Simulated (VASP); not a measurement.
# Sn4C (P-3m1) in VASP: notebook

Sn4C is run at these levels: PBE; tasks: single point.

Everything below comes from runs of VASP 6.6.1. Logs are shortened: lines on timing, memory, paths and dates and some standing lists are left out, and cuts for length are marked.

### Step 1. The cell of the first run

The structure is trigonal, space group P-3m1 (No. 164). The conventional cell has a = 3.472 Å, b = 3.472 Å, c = 10.931 Å, α = 90.00°, β = 90.00°, γ = 120.00°. Within 3.2 Å of Sn (site symmetry 3m) lie 3 C at 2.42 Å. Within 4.4 Å of Sn (site symmetry 3m) lie 12 Sn at 3.32 to 3.47 Å. Within 3.2 Å of C (site symmetry -3m) lie 6 Sn at 2.42 Å.

The cell was built from a structure type or drawn by symmetry, and may not be a known phase.

### Step 2. Single point, PBE

Input file INCAR:

```
SYSTEM = Sn4C
PREC = Accurate
ENCUT = 520
EDIFF = 1E-7
ISMEAR = 0
SIGMA = 0.1
LREAL = .False.
LASPH = .True.
NELM = 60
ALGO = Normal
ISIF = 2
LWAVE = .False.
LCHARG = .True.
GGA = PE
LELF = .True.
LVHAR = .True.
NBANDS = 38
```

Input file KPOINTS:

```
Automatic mesh
0
Gamma
  12 12 4
  0 0 0
```

Input file POSCAR:

```
Sn4C
1.0
    3.4717587614      0.0000000000      0.0000000000
   -1.7358793807      3.0066312832      0.0000000000
    0.0000000000      0.0000000000     10.9311307011
Sn C
4 1
Direct
    0.3333333333      0.6666666667      0.8752806255
    0.3333333333      0.6666666667      0.3791755772
    0.6666666667      0.3333333333      0.1247193745
    0.6666666667      0.3333333333      0.6208244228
    0.0000000000      0.0000000000      0.0000000000
```

Potentials or basis: VASP PAW PBE potentials, release 64 (Sn_d, C).

The run is started by

```console
> cat potpaw_PBE.64/Sn_d/POTCAR potpaw_PBE.64/C/POTCAR > POTCAR
> mpirun -np 1 vasp_std > vasp.out
```

OUTCAR:

```text
SYSTEM = Sn4C
   PREC = Accurate
   ENCUT = 520
   EDIFF = 1E-7
   ISMEAR = 0
   LREAL = .False.
   LASPH = .True.
   NELM = 60
   ISIF = 2
   GGA = PE

 ion  position               nearest neighbor table
   1  0.333  0.667  0.875-   5 2.42   5 2.42   5 2.42   3 3.38   3 3.38   3 3.38   4 3.43   4 3.43
                             4 3.43
   2  0.333  0.667  0.379-   4 3.32   4 3.32   4 3.32   3 3.43   3 3.43   3 3.43
   3  0.667  0.333  0.125-   5 2.42   5 2.42   5 2.42   1 3.38   1 3.38   1 3.38   2 3.43   2 3.43
                             2 3.43
   4  0.667  0.333  0.621-   2 3.32   2 3.32   2 3.32   1 3.43   1 3.43   1 3.43
   5  0.000  0.000  0.000-   1 2.42   3 2.42   3 2.42   1 2.42   3 2.42   1 2.42

  LATTYP: Found a hexagonal cell.
 ALAT       =     3.4717587614
 C/A-ratio  =     3.1485859048

  Lattice vectors:

 A1 = (   3.4717587614,   0.0000000000,   0.0000000000)
 A2 = (  -1.7358793807,   3.0066312832,   0.0000000000)
 A3 = (   0.0000000000,   0.0000000000,  10.9311307011)

Analysis of symmetry for initial positions (statically):
=====================================================================
 Subroutine PRICEL returns:
 Original cell was already a primitive cell.

 Routine SETGRP: Setting up the symmetry group for a
 hexagonal supercell.

 Subroutine GETGRP returns: Found 12 space group operations
 (whereof 12 operations were pure point group operations)
 out of a pool of 24 trial point group operations.

The static configuration has the point symmetry D_3d.

Analysis of symmetry for dynamics (positions and initial velocities):
=====================================================================
 Subroutine PRICEL returns:
 Original cell was already a primitive cell.

 Routine SETGRP: Setting up the symmetry group for a
 hexagonal supercell.

 Subroutine GETGRP returns: Found 12 space group operations
 (whereof 12 operations were pure point group operations)
 out of a pool of 24 trial point group operations.

The dynamic configuration has the point symmetry D_3d.

 Subroutine INISYM returns: Found 12 space group operations
 (whereof 12 operations are pure point group operations),
 and found     1 'primitive' translations

----------------------------------------------------------------------------------------

                                     Primitive cell

  volume of cell :     114.1024

  direct lattice vectors                    reciprocal lattice vectors
     3.471758761  0.000000000  0.000000000     0.288038446  0.166299075  0.000000000
    -1.735879381  3.006631283  0.000000000     0.000000000  0.332598149  0.000000000
     0.000000000  0.000000000 10.931130701     0.000000000  0.000000000  0.091481845

  length of vectors
     3.471758761  3.471758761 10.931130701     0.332598149  0.332598149  0.091481845

  position of ions in fractional coordinates (direct lattice)
     0.333333333  0.666666667  0.875280625
     0.333333333  0.666666667  0.379175577
     0.666666667  0.333333333  0.124719375
     0.666666667  0.333333333  0.620824423
     0.000000000  0.000000000  0.000000000

  ion indices of the primitive-cell ions
   primitive index   ion index
                 1           1
                 2           2
                 3           3
                 4           4
                 5           5

----------------------------------------------------------------------------------------

 KPOINTS: Automatic mesh

Automatic generation of k-mesh.
 Grid dimensions read from file:
 generate k-points for:   12   12    4

 Generating k-lattice:

  Cartesian coordinates                     Fractional coordinates (reciprocal lattice)
     0.024003204  0.013858256  0.000000000     0.083333333  0.000000000  0.000000000
     0.000000000  0.027716512  0.000000000     0.000000000  0.083333333  0.000000000
     0.000000000  0.000000000  0.022870461     0.000000000  0.000000000  0.250000000

  Length of vectors
     0.027716512  0.027716512  0.022870461

  Shift w.r.t. Gamma in fractional coordinates (k-lattice)
     0.000000000  0.000000000  0.000000000

 Subroutine IBZKPT returns following result:
 ===========================================

 Found     69 irreducible k-points:

 Following reciprocal coordinates:
            Coordinates               Weight
  0.000000  0.000000  0.000000      1.000000
  0.083333 -0.000000  0.000000      6.000000
  0.166667 -0.000000  0.000000      6.000000
  0.250000 -0.000000  0.000000      6.000000
  0.333333 -0.000000  0.000000      6.000000
  0.416667 -0.000000  0.000000      6.000000
[... 16 lines left out ...]
  0.166667 -0.000000  0.250000      6.000000
  0.000000  0.166667  0.250000      6.000000
 [... further k-points ...]
   k-points           NKPTS =     69   k-points in BZ     NKDIM =     69   number of bands    NBANDS=     38
   number of dos      NEDOS =    301   number of ions     NIONS =      5
   total plane-waves  NPLWV =  65856
   dimension x,y,z NGX =    28 NGY =   28 NGZ =   84
   dimension x,y,z NGXF=    56 NGYF=   56 NGZF=  168
   ions per type =               4   1
   NGX,Y,Z   is equivalent  to a cutoff of  13.41, 13.41, 12.78 a.u.
   NGXF,Y,Z  is equivalent  to a cutoff of  26.82, 26.82, 25.55 a.u.
 SYSTEM =  Sn4C
   PREC   = accura    normal or accurate (medium, high low for compatibility)
   ISTART =      0    job   : 0-new  1-cont  2-samecut
   ICHARG =      2    charge: 1-file 2-atom 10-const
   ISPIN  =      1    spin polarized calculation?
   LNONCOLLINEAR =      F non collinear calculations
   LSORBIT =      F    spin-orbit coupling
   LASPH  =      T    aspherical Exc in radial PAW
   ENCUT  =  520.0 eV  38.22 Ry    6.18 a.u.   6.46  6.46 20.32*2*pi/ulx,y,z
   NELM   =     60;   NELMIN=  2; NELMDL= -5     # of ELM steps
   EDIFF  = 0.1E-06   stopping-criterion for ELM
   LREAL  =      F    real-space projection
   EDIFFG = 0.1E-05   stopping-criterion for IOM
   NSW    =      0    number of steps for IOM
   IBRION =     -1    ionic relax: 0-MD 1-quasi-New 2-CG
   NFREE  =      0    steps in history (QN), initial steepest desc. (CG)
   ISIF   =      2    stress and relaxation
   ISYM   =      2    0-nonsym 1-usesym 2-fastsym
   POTIM  = 0.5000    time-step for ionic-motion
   TEBEG  =    0.0;   TEEND  =   0.0 temperature during run
   PSTRESS=    0.0 pullay stress
   NELECT =      60.0000    total number of electrons
   NUPDOWN=      -1.0000    fix difference up-down
   EMIN   =  10.00;   EMAX   =-10.00  energy-range for DOS
   EFERMI =   0.00;   METHOD = LEGACY
   ISMEAR =     0;   SIGMA  =   0.10  broadening in eV -4-tet -1-fermi 0-gaus
   EFERMI_NEDOS =   21; number of points for ismear=-14 and -15
   IALGO  =     38    algorithm
   IMIX   =      4    mixing-type and parameters
     AMIX     =   0.40;   BMIX     =  1.00
     AMIX_MAG =   1.60;   BMIX_MAG =  1.00
  volume/ion in A,a.u.               =      22.82       154.00
  Fermi-wavevector in a.u.,A,eV,Ry     =   1.321378  2.497042 23.756304  1.746039
  Thomas-Fermi vector in A             =   2.451136
   LORBIT       =      0    0 simple, 1 ext, 2 COOP (PROOUT), +10 PAW based schemes
   GGA     = PE    functional components
   LHFCALC =     F    Hartree Fock is set to
   AEXX    =    0.0000 exact exchange contribution
   IVDW    =     0    specifies the selected vdW correction
   LEPSILON=     F    determine dielectric tensor
   LRPA    =     F    only Hartree local field effects (RPA)
 non-spin polarized calculation
 Gauss-broadening in eV      SIGMA  =   0.10
  energy-cutoff  :      520.00
  volume of cell :      114.10
 maximum number of plane-waves:      3124
 NGX is ok and might be reduce to    28
   NGX = 13   NGY = 13   NGZ = 41

 number of electron      59.9999985 magnetization

 Free energy of the ion-electron system (eV)
  ---------------------------------------------------
  ext. energy  EPLUGINS =         0.00000000
  ---------------------------------------------------
  free energy    TOTEN  =       -21.85688259 eV

  energy without entropy =      -21.84572335  energy(sigma->0) =      -21.85130297

 E-fermi :   8.2480     XC(G=0): -10.5249

 val. band max:        8.2172503472   @ k =   0.2500   0.2500   0.5000
 cond. band min:       8.2511107740   @ k =   0.3333   0.2500   0.2500
 fundamental gap:      0.0338604268
 Fermi energy:         8.2480006066

 k-point     1 :       0.0000    0.0000    0.0000
  band No.  band energies     occupation
      1     -13.4134      2.00000
      2     -13.4134      2.00000
      3     -13.3943      2.00000
      4     -13.3943      2.00000
      5     -13.3880      2.00000
      6     -13.3793      2.00000
[... 30 lines left out ...]
     37      14.4176      0.00000
     38      15.7797      0.00000

 k-point     2 :       0.0833   -0.0000    0.0000
  band No.  band energies     occupation
      1     -13.4173      2.00000
      2     -13.4061      2.00000
      3     -13.3987      2.00000
      4     -13.3876      2.00000
      5     -13.3822      2.00000
      6     -13.3768      2.00000
[... 30 lines left out ...]
     37      14.2328      0.00000
     38      14.9408      0.00000

 k-point     3 :       0.1667   -0.0000    0.0000
  band No.  band energies     occupation
      1     -13.4290      2.00000
      2     -13.4057      2.00000
      3     -13.3876      2.00000
      4     -13.3800      2.00000
      5     -13.3714      2.00000
      6     -13.3709      2.00000
[... 30 lines left out ...]
     37      13.5948      0.00000
     38      14.1334      0.00000

 k-point     4 :       0.2500   -0.0000    0.0000
  band No.  band energies     occupation
      1     -13.4462      2.00000
      2     -13.4149      2.00000
      3     -13.3924      2.00000
      4     -13.3780      2.00000
      5     -13.3736      2.00000
      6     -13.3502      2.00000
[... 30 lines left out ...]
     37      13.5413      0.00000
     38      14.1822      0.00000
[... 703 lines left out ...]
      4     -13.3876      2.00000
      5     -13.3822      2.00000
      6     -13.3766      2.00000
[... 30 lines left out ...]
     37      14.6596      0.00000
     38      14.9214      0.00000

 k-point    23 :       0.1667   -0.0000    0.2500
  band No.  band energies     occupation
      1     -13.4290      2.00000
      2     -13.4056      2.00000
      3     -13.3881      2.00000
      4     -13.3801      2.00000
      5     -13.3710      2.00000
      6     -13.3706      2.00000
[... 30 lines left out ...]
     37      13.5709      0.00000
     38      13.8168      0.00000

 k-point    24 :       0.0000    0.1667    0.2500
  band No.  band energies     occupation
      1     -13.4292      2.00000
      2     -13.4054      2.00000
      3     -13.3883      2.00000
      4     -13.3801      2.00000
      5     -13.3716      2.00000
      6     -13.3714      2.00000
[... 30 lines left out ...]
     37      13.8727      0.00000
     38      14.6476      0.00000

 [... further k-points ...]

------------------------ aborting loop because EDIFF is reached ----------------------------------------

  FORCE on cell =-STRESS in cart. coord.  units (eV):
  Direction    XX          YY          ZZ          XY          YZ          ZX
  --------------------------------------------------------------------------------------
  -------------------------------------------------------------------------------------
  Total       -0.0296718     -0.0296718      0.0241111      0.0000000      0.0000000      0.0000000
  in kB       -0.4166381     -0.4166381      0.3385573      0.0000000      0.0000000      0.0000000
  external PRESSURE =      -0.1649063 kB  Pullay stress =       0.0000000 kB

 VOLUME and BASIS-vectors are now :
 -----------------------------------------------------------------------------
  energy-cutoff  :      520.00
  volume of cell :      114.10
      direct lattice vectors                 reciprocal lattice vectors
     3.471758761  0.000000000  0.000000000     0.288038446  0.166299075  0.000000000
    -1.735879381  3.006631283  0.000000000     0.000000000  0.332598149  0.000000000
     0.000000000  0.000000000 10.931130701     0.000000000  0.000000000  0.091481845

 POSITION                                       TOTAL-FORCE (eV/Angst)
 -----------------------------------------------------------------------------------
     -0.00000      2.00442      9.56781         0.000000      0.000000     -0.014635
     -0.00000      2.00442      4.14482         0.000000     -0.000000     -0.001559
      1.73588      1.00221      1.36332        -0.000000      0.000000      0.014635
      1.73588      1.00221      6.78631        -0.000000      0.000000      0.001559
      0.00000      0.00000      0.00000         0.000000      0.000000     -0.000000
 -----------------------------------------------------------------------------------
    total drift:                                0.000000      0.000000      0.000000

  FREE ENERGIE OF THE ION-ELECTRON SYSTEM (eV)
  ---------------------------------------------------
  free  energy   TOTEN  =       -21.8568825888 eV

  energy  without entropy=      -21.8457233516  energy(sigma->0) =      -21.85130297
```

Wall time 2.5 min (1 thread of Intel Xeon 6975P-C (Granite Rapids), shared host); peak memory 0.39 GiB.

Results:

```yaml
Free_energy: -21.8569 eV
Pressure: 0.0 GPa
Largest_force: 0.015 eV/Å
Band_gap_on_the_k_mesh: zero (bands 30 and 31 overlap by 5.13 eV)
```

Forces on the atoms (eV/Å):
```
Sn   0.000  0.000 -0.015
Sn   0.000  0.000 -0.002
Sn   0.000  0.000  0.015
Sn   0.000  0.000  0.002
C    0.000  0.000  0.000
```

Stress tensor (GPa, compression positive):
```
-0.04  0.00  0.00
 0.00 -0.04  0.00
 0.00  0.00  0.03
```

Levels at points of the mesh, in eV from the Fermi level:
| k point | band 26 | band 27 | band 28 | band 29 | band 30 | band 31 | band 32 | band 33 | band 34 | band 35 |
| --- | --- | --- | --- | --- | --- | --- | --- | --- | --- | --- |
| (0.00, 0.00, 0.00) | -0.86 | -0.86 | -0.81 | -0.66 | 2.72 | 4.54 | 4.54 | 4.60 | 5.54 | 5.54 |
| (0.50, 0.00, 0.00) | -5.09 | -2.75 | -2.53 | -2.49 | -1.82 | -1.00 | 1.95 | 2.05 | 2.14 | 2.93 |
| (0.00, 0.00, 0.50) | -3.20 | -0.86 | -0.86 | 1.47 | 1.90 | 4.63 | 4.63 | 5.24 | 5.24 | 5.34 |
| (0.50, 0.00, 0.50) | -4.76 | -3.87 | -3.16 | -2.49 | -0.31 | -0.18 | 1.19 | 1.23 | 1.94 | 3.16 |

Caveat: spin-orbit coupling is left out, which moves the levels of the heavy elements.

### Step 3. Single point, PBE

Input file INCAR:

```
SYSTEM = Sn4C
ALGO = Normal ; EDIFF = 1E-6
ENCUT = 520 ; GGA = PE
ISIF = 2 ; ISMEAR = 0
LASPH = .TRUE. ; LCHARG = .FALSE.
LREAL = .FALSE. ; LWAVE = .FALSE.
NBANDS = 38 ; NELM = 80
PREC = Accurate ; SIGMA = 0.1
```

Input file KPOINTS:

```
k-points
0
G
  12 12 4
  0 0 0
```

Input file POSCAR:

```
Sn4C
1.0
    3.4702152337      0.0000000000      0.0000000000
   -1.7351076169      3.0052945490      0.0000000000
    0.0000000000      0.0000000000     10.9459498566
Sn C
4 1
Direct
    0.3333333333      0.6666666667      0.8754112142
    0.3333333333      0.6666666667      0.3791541544
    0.6666666667      0.3333333333      0.1245887858
    0.6666666667      0.3333333333      0.6208458456
    0.0000000000      0.0000000000      0.0000000000
```

Potentials or basis: VASP PAW PBE potentials, release 64 (Sn_d, C).

The run is started by

```console
> cat potpaw_PBE.64/Sn_d/POTCAR potpaw_PBE.64/C/POTCAR > POTCAR
> mpirun -np 1 vasp_std > vasp.out
```

It took 2.1 min on 1 thread of Intel Xeon 6975P-C (Granite Rapids), shared host; peak memory 0.39 GiB.

It converged, with:

```yaml
Free_energy: -21.8569 eV
Pressure: 0.0 GPa
Largest_force: 0.016 eV/Å
Band_gap_on_the_k_mesh: zero (bands 30 and 31 overlap by 5.13 eV)
```

Forces in eV/Å, atoms in the order of the input:
```
Sn   0.000  0.000 -0.016
Sn   0.000  0.000 -0.003
Sn   0.000  0.000  0.016
Sn   0.000  0.000  0.003
C    0.000  0.000  0.000
```

Levels at points of the mesh, in eV from the Fermi level:
```csv
k point,band 26,band 27,band 28,band 29,band 30,band 31,band 32,band 33,band 34,band 35
"(0.00, 0.00, 0.00)",-0.85,-0.85,-0.82,-0.68,2.72,4.55,4.55,4.59,5.56,5.56
"(0.50, 0.00, 0.00)",-5.09,-2.75,-2.53,-2.48,-1.82,-1.00,1.94,2.06,2.15,2.94
"(0.00, 0.00, 0.50)",-3.20,-0.85,-0.85,1.47,1.88,4.64,4.64,5.26,5.26,5.31
"(0.50, 0.00, 0.50)",-4.76,-3.87,-3.15,-2.48,-0.32,-0.19,1.18,1.22,1.95,3.15
```

Caveat: spin-orbit coupling is left out, which moves the levels of the heavy elements.

### Step 4. Single point, PBE (25.10 Å³/atom)

This run uses another cell than the first one, of 25.10 Å³/atom.

Input file INCAR:

```
ALGO = Normal
EDIFF = 1E-7
ENCUT = 520
GGA = PE
ISIF = 2
ISMEAR = 0
LASPH = T
LCHARG = F
LREAL = F
LWAVE = F
NBANDS = 38
NELM = 60
PREC = Accurate
SIGMA = 0.1
```

Input file KPOINTS:

```
k-points
0
Gamma
  12 12 4
```

Input file POSCAR:

```
Sn4C
1.0
    3.5497704662      0.0000000000      0.0000000000
   -1.7748852331      3.0741914014      0.0000000000
    0.0000000000      0.0000000000     11.5015483383
Sn C
4 1
Direct
    0.3333333333      0.6666666667      0.8821505602
    0.3333333333      0.6666666667      0.3898556744
    0.6666666667      0.3333333333      0.1178494398
    0.6666666667      0.3333333333      0.6101443256
    0.0000000000      0.0000000000      0.0000000000
```

The run is started by

```console
> cat potpaw_PBE.64/Sn_d/POTCAR potpaw_PBE.64/C/POTCAR > POTCAR
> mpirun -np 1 vasp_std > vasp.out
```

It took 2.6 min on 1 thread of Intel Xeon 6975P-C (Granite Rapids), shared host; peak memory 0.41 GiB.

Results (log left out):

* Free energy: -21.7396 eV
* Pressure: -2.8 GPa
* Largest force: 0.015 eV/Å
* Band gap on the k mesh: zero (bands 30 and 31 overlap by 4.30 eV)

Forces on the atoms (eV/Å):
```
Sn   0.000  0.000 -0.015
Sn   0.000  0.000  0.004
Sn   0.000  0.000  0.015
Sn   0.000  0.000 -0.004
C    0.000  0.000  0.000
```

Stress tensor (GPa, compression positive):
```
-2.84  0.00  0.00
 0.00 -2.84  0.00
 0.00  0.00 -2.69
```

Levels at points of the mesh, in eV from the Fermi level:
```
           k point  band 26  band 27  band 28  band 29  band 30  band 31  band 32  band 33  band 34  band 35
(0.00, 0.00, 0.00)    -1.30    -0.93    -0.93    -0.58     2.03     4.11     4.26     4.26     4.99     4.99
(0.50, 0.00, 0.00)    -4.65    -2.86    -2.49    -2.21    -1.54    -0.75     1.74     1.80     1.95     3.19
(0.00, 0.00, 0.50)    -2.86    -0.93    -0.93     1.07     1.27     4.31     4.31     4.75     4.87     4.87
(0.50, 0.00, 0.50)    -4.51    -3.46    -2.61    -2.49    -0.48    -0.34     1.06     1.44     1.88     2.77
```

Caveat: spin-orbit coupling is left out, which moves the levels of the heavy elements.

### Step 5. Summary

| cell | gap on the mesh (eV) | pressure (GPa) | largest force (eV/Å) |
| --- | --- | --- | --- |
| a = 3.472, b = 3.472, c = 10.931 Å, angles 90.0, 90.0, 120.0°, 5 atoms, atomic positions A | none | 0.0 | 0.01 |
| a = 3.470, b = 3.470, c = 10.946 Å, angles 90.0, 90.0, 120.0°, 5 atoms, atomic positions A | none | 0.0 | 0.02 |
| a = 3.550, b = 3.550, c = 11.502 Å, angles 90.0, 90.0, 120.0°, 5 atoms, atomic positions B | none | -2.8 | 0.02 |

Alike in all rows: task single point; level PBE; potentials or basis VASP PAW PBE potentials, release 64 (Sn_d, C); no spin polarisation; k mesh 12 × 12 × 4; cutoff (eV) 520; smearing gaussian 0.1 eV.

Caveats: spin-orbit coupling is left out, which moves the levels of the heavy elements.

Total energies depend on the potentials used, so only differences within one code and one set of settings carry meaning.
